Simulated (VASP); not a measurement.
# Fe5Pt (P-3m1) in VASP: single point with PBE

Aim: the single point of Fe5Pt with PBE.

Program: VASP 6.6.1. These are calculated values, not measurements. Logs are shortened: lines on timing, memory, paths and dates and some standing lists are left out, and cuts for length are marked.

### Step 1. The cell of the first run

Symmetry: P-3m1, No. 164, trigonal system. The conventional cell has a = 2.686 Å, b = 2.686 Å, c = 12.344 Å, α = 90.00°, β = 90.00°, γ = 120.00°. Fe (site symmetry 3m) has 9 Fe at 2.54 to 2.69 Å and 3 Pt at 2.70 Å within 3.3 Å. Fe (site symmetry 3m) has 12 Fe at 2.50 to 2.69 Å within 3.3 Å. Fe (site symmetry -3m) has 12 Fe at 2.50 to 2.69 Å within 3.3 Å. Pt (site symmetry -3m) has 6 Pt at 2.69 Å and 6 Fe at 2.70 Å within 3.5 Å.

### Step 2. Single point, PBE, collinear spin, ferromagnetic start

Input file INCAR:

```
  PREC = Accurate
  ENCUT = 600
  EDIFF = 1E-6
  ISMEAR = -4
  SIGMA = 0.1
  LREAL = False
  LASPH = True
  NELM = 200
  ALGO = Normal
  ISIF = 2
  LWAVE = False
  LCHARG = False
  ISPIN = 2
  MAGMOM = 3.12 2.91 2.79 2.91 3.12 0.35
  LORBIT = 11
  LMAXMIX = 4
  GGA = PE
  NBANDS = 38
  GGA_COMPAT = False
  KPAR = 4
```

Input file KPOINTS:

```
regular mesh
0
Gamma
  18 18 4
```

Input file POSCAR:

```
Fe5Pt
1.0
    2.6863033837      0.0000000000      0.0000000000
   -1.3431516919      2.3264069725      0.0000000000
    0.0000000000      0.0000000000     12.3441416098
Fe Pt
5 1
Direct
    0.3333333333      0.6666666667      0.8213927901
    0.6666666667      0.3333333333      0.6588987889
    0.0000000000      0.0000000000      0.5000000000
    0.3333333333      0.6666666667      0.3411012111
    0.6666666667      0.3333333333      0.1786072099
    0.0000000000      0.0000000000      0.0000000000
```

Potentials or basis: VASP PAW PBE potentials, release 64 (Fe, Pt).

Launch:

```sh
$ cat potpaw_PBE.64/Fe/POTCAR potpaw_PBE.64/Pt/POTCAR > POTCAR
$ mpirun -np 4 vasp_std > vasp.out
```

OUTCAR:

```text
PREC = Accurate
   ENCUT = 600
   EDIFF = 1E-6
   ISMEAR = -4
   LREAL = False
   LASPH = True
   NELM = 200
   ISIF = 2
   ISPIN = 2
   LORBIT = 11
   GGA = PE

 ion  position               nearest neighbor table
   1  0.333  0.667  0.821-   2 2.54   2 2.54   2 2.54   6 2.70   6 2.70   6 2.70
   2  0.667  0.333  0.659-   3 2.50   3 2.50   3 2.50   1 2.54   1 2.54   1 2.54
   3  0.000  0.000  0.500-   2 2.50   4 2.50   4 2.50   2 2.50   2 2.50   4 2.50
   4  0.333  0.667  0.341-   3 2.50   3 2.50   3 2.50   5 2.54   5 2.54   5 2.54
   5  0.667  0.333  0.179-   4 2.54   4 2.54   4 2.54   6 2.70   6 2.70   6 2.70
   6  0.000  0.000  0.000-   1 2.70   5 2.70   1 2.70   5 2.70   5 2.70   1 2.70

  LATTYP: Found a hexagonal cell.
 ALAT       =     2.6863033837
 C/A-ratio  =     4.5952150024

  Lattice vectors:

 A1 = (   2.6863033837,   0.0000000000,   0.0000000000)
 A2 = (  -1.3431516919,   2.3264069725,   0.0000000000)
 A3 = (   0.0000000000,   0.0000000000,  12.3441416098)

Analysis of symmetry for initial positions (statically):
=====================================================================
 Subroutine PRICEL returns:
 Original cell was already a primitive cell.

 Routine SETGRP: Setting up the symmetry group for a
 hexagonal supercell.

 Subroutine GETGRP returns: Found 12 space group operations
 (whereof 12 operations were pure point group operations)
 out of a pool of 24 trial point group operations.

The static configuration has the point symmetry D_3d.

Analysis of symmetry for dynamics (positions and initial velocities):
=====================================================================
 Subroutine PRICEL returns:
 Original cell was already a primitive cell.

 Routine SETGRP: Setting up the symmetry group for a
 hexagonal supercell.

 Subroutine GETGRP returns: Found 12 space group operations
 (whereof 12 operations were pure point group operations)
 out of a pool of 24 trial point group operations.

The dynamic configuration has the point symmetry D_3d.

Analysis of structural, dynamic, and magnetic symmetry:
=====================================================================
 Subroutine PRICEL returns:
 Original cell was already a primitive cell.

 Routine SETGRP: Setting up the symmetry group for a
 hexagonal supercell.

 Subroutine GETGRP returns: Found 12 space group operations
 (whereof 12 operations were pure point group operations)
 out of a pool of 24 trial point group operations.
[... 144 lines left out ...]
  energy-cutoff  :      600.00
  volume of cell :       77.14
 maximum number of plane-waves:      2630
 NGX is ok and might be reduce to    24
   NGX = 11   NGY = 11   NGZ = 49

 number of electron      49.9999993 magnetization      13.5558418

 Free energy of the ion-electron system (eV)
  ---------------------------------------------------
  ext. energy  EPLUGINS =         0.00000000
  ---------------------------------------------------
  free energy    TOTEN  =       -46.82717104 eV

  energy without entropy =      -46.82717104  energy(sigma->0) =      -46.82717104

 E-fermi :   6.5346     XC(G=0): -12.7681

 val. band max:        6.7364192712   @ k =   0.5000   0.0000   0.5000
 cond. band min:       6.1723130254   @ k =   0.0000   0.0000   0.5000
 fundamental gap:     -0.5641062458
 Fermi energy:         6.5346253425

 spin component 1

 k-point     1 :       0.0000    0.0000    0.0000
  band No.  band energies     occupation
      1      -2.9760      1.00000
      2      -1.2797      1.00000
      3      -0.6954      1.00000
      4       0.1395      1.00000
      5       1.3993      1.00000
      6       1.6975      1.00000
[... 949 lines left out ...]
     36      10.7781      0.00000
     37      12.1650      0.00000

 [... further k-points ...]

 spin component 2

 k-point     1 :       0.0000    0.0000    0.0000
  band No.  band energies     occupation
      1      -2.8629      1.00000
      2      -1.0521      1.00000
      3      -0.4249      1.00000
      4       0.4545      1.00000
      5       2.1547      1.00000
      6       2.7264      1.00000
[... 949 lines left out ...]
     36      11.9206      0.00000
     37      13.2646      0.00000

 [... further k-points ...]

 [bands above 37 left out]

------------------------ aborting loop because EDIFF is reached ----------------------------------------

  FORCE on cell =-STRESS in cart. coord.  units (eV):
  Direction    XX          YY          ZZ          XY          YZ          ZX
  --------------------------------------------------------------------------------------
  -------------------------------------------------------------------------------------
  Total       -0.2765632     -0.2765632     -0.3103252      0.0000000     -0.0000000     -0.0000000
  in kB       -5.7438534     -5.7438534     -6.4450458      0.0000000     -0.0000000     -0.0000000
  external PRESSURE =      -5.9775842 kB  Pullay stress =       0.0000000 kB

 VOLUME and BASIS-vectors are now :
 -----------------------------------------------------------------------------
  energy-cutoff  :      600.00
  volume of cell :       77.14
      direct lattice vectors                 reciprocal lattice vectors
     2.686303384  0.000000000  0.000000000     0.372258772  0.214923702  0.000000000
    -1.343151692  2.326406973  0.000000000     0.000000000  0.429847405  0.000000000
     0.000000000  0.000000000 12.344141610     0.000000000  0.000000000  0.081010088

 POSITION                                       TOTAL-FORCE (eV/Angst)
 -----------------------------------------------------------------------------------
     -0.00000      1.55094     10.13939         0.000000     -0.000000     -0.014109
      1.34315      0.77547      8.13354        -0.000000      0.000000     -0.021961
      0.00000      0.00000      6.17207         0.000000      0.000000     -0.000000
     -0.00000      1.55094      4.21060         0.000000     -0.000000      0.021961
      1.34315      0.77547      2.20475         0.000000      0.000000      0.014109
      0.00000      0.00000      0.00000         0.000000      0.000000     -0.000000
 -----------------------------------------------------------------------------------
    total drift:                                0.000000     -0.000000     -0.000000

  FREE ENERGIE OF THE ION-ELECTRON SYSTEM (eV)
  ---------------------------------------------------
  free  energy   TOTEN  =       -46.8271710390 eV

  energy  without entropy=      -46.8271710390  energy(sigma->0) =      -46.82717104

 total charge

# of ion       s       p       d       tot
------------------------------------------
    1        0.439   0.454   6.146   7.038
    2        0.464   0.475   6.178   7.117
    3        0.467   0.476   6.207   7.150
    4        0.464   0.475   6.178   7.117
    5        0.439   0.454   6.146   7.038
    6        0.717   0.699   8.054   9.469
--------------------------------------------------
tot          2.989   3.031  38.907  44.928

 magnetization (x)

# of ion       s       p       d       tot
------------------------------------------
    1       -0.011  -0.031   2.834   2.792
    2       -0.014  -0.044   2.653   2.595
    3       -0.016  -0.043   2.540   2.481
    4       -0.014  -0.044   2.653   2.595
    5       -0.011  -0.031   2.834   2.792
    6       -0.013  -0.039   0.319   0.268
--------------------------------------------------
tot         -0.079  -0.232  13.834  13.522
```

stdout:

```text
POSCAR found type information on POSCAR FePt
 POSCAR found :  2 types and       6 ions
 scaLAPACK will be used
 LDA part: xc-table for (Slater+PW92), standard interpolation
 POSCAR, INCAR and KPOINTS ok, starting setup
 FFT: planning ... GRIDC
 FFT: planning ... GRID_SOFT
 FFT: planning ... GRID
 WAVECAR not read
 entering main loop
 -----------------------------------------------------------------------------
|                                                                             |
|           W    W    AA    RRRRR   N    N  II  N    N   GGGG   !!!           |
|           W    W   A  A   R    R  NN   N  II  NN   N  G    G  !!!           |
|           W    W  A    A  R    R  N N  N  II  N N  N  G       !!!           |
|           W WW W  AAAAAA  RRRRR   N  N N  II  N  N N  G  GGG   !            |
|           WW  WW  A    A  R   R   N   NN  II  N   NN  G    G                |
|           W    W  A    A  R    R  N    N  II  N    N   GGGG   !!!           |
|                                                                             |
|     Tetrahedron method does not include variations of the Fermi             |
|     occupations, so forces and stress will be inaccurate. We suggest        |
|     using a different smearing scheme ISMEAR = 1 or 2 for metals in         |
|     relaxations.                                                            |
|                                                                             |
 -----------------------------------------------------------------------------
```

It took 11 min on 4 MPI ranks of Intel Xeon Platinum 8259CL at 2.50GHz (Skylake/Cascade Lake), shared host; peak memory 0.8 GiB.

Results:

| Quantity | Value |
| --- | --- |
| Free energy | -46.8272 eV |
| Pressure | -0.6 GPa |
| Largest force | 0.022 eV/Å |
| Net moment | 13.56 μB per cell |
| Site moments | Fe +2.79, +2.60, +2.48 (each value once); Pt +0.27 μB |
| Valence electrons inside the program's atomic spheres | Fe 7.04, 7.12, 7.15 (each value once); Pt 9.47 |

Forces in eV/Å, atoms in the order of the input:
```
Fe   0.000  0.000 -0.014
Fe   0.000  0.000 -0.022
Fe   0.000  0.000  0.000
Fe   0.000  0.000  0.022
Fe   0.000  0.000  0.014
Pt   0.000  0.000  0.000
```

Caveat: spin-orbit coupling is left out, which moves the levels of the heavy elements; tetrahedron occupations give inexact forces and stress in metals.
